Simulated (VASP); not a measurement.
Write the native input for VASP 6.6.1 that does the following.

```
Task                   : single point
Functional             : PBEsol
Potentials or basis    : VASP PAW PBE potentials, release 64 (Cr_pv)
Cutoff                 : 500 eV
k mesh                 : 2 × 2 × 2
Occupations            : gaussian, width 0.1 eV
Spin                   : collinear spin, antiferromagnetic start
Starting moments       : [-3.0, 3.0] μB
Dipole correction      : no
Further INCAR settings : ALGO = Normal; EDIFF = 1e-06; NBANDS = 23
```

The structure of Cr lies in POSCAR:

```
Cr
1.0
    2.9688993551      0.0000000000      0.0000000000
    0.0000000000      2.9688993551      0.0000000000
    0.0000000000      0.0000000000      2.9688993551
Cr
2
Direct
    0.0000000000      0.0000000000      0.0000000000
    0.5000000000      0.5000000000      0.5000000000
```

These files were run (other wordings do the same):

INCAR

```
ALGO     = Normal         # electronic algorithm
EDIFF    = 1E-6           # SCF threshold, eV
ENCUT    = 500            # plane-wave cutoff, eV
GGA      = PS             # functional
GGA_COMPAT= F            
ISIF     = 2              # what is computed and relaxed
ISMEAR   = 0              # smearing method
ISPIN    = 2              # spin polarisation
LASPH    = T              # aspherical terms in the spheres
LCHARG   = T              # write CHGCAR
LELF     = T              # ELF
LMAXMIX  = 4              # l up to which the mixer works
LORBIT   = 11             # projections on sites
LREAL    = F              # projectors in reciprocal space
LVHAR    = T            
LWAVE    = F              # write WAVECAR
MAGMOM   = -3 3           # initial moments
NBANDS   = 23             # bands
NELM     = 200            # most SCF steps
PREC     = Accurate       # precision mode
SIGMA    = 0.1            # smearing width, eV
```

KPOINTS

```
k-points
0
Gamma
  2 2 2
```

Potentials or basis: VASP PAW PBE potentials, release 64 (Cr_pv).

The run is started by

```console
$ cat potpaw_PBE.64/Cr_pv/POTCAR > POTCAR
$ mpirun -np 1 vasp_std > vasp.out
```

It gave:

```
Pressure                                              : -17.2 GPa
Band gap on the k mesh                                : zero (filled and empty bands overlap)
Net moment                                            : 0.00 μB per cell
Site moments                                          : Cr -1.42, +1.42 μB
Valence electrons inside the program's atomic spheres : Cr 10.87
```

Caveat: the k points lie up to 1.06 Å⁻¹ apart; the PAW data sets were made with another functional, which shifts forces and pressure a little.

Run time: 30 s on 1 thread of Intel Xeon 8259CL (shared host), peak memory 0.14 GiB.
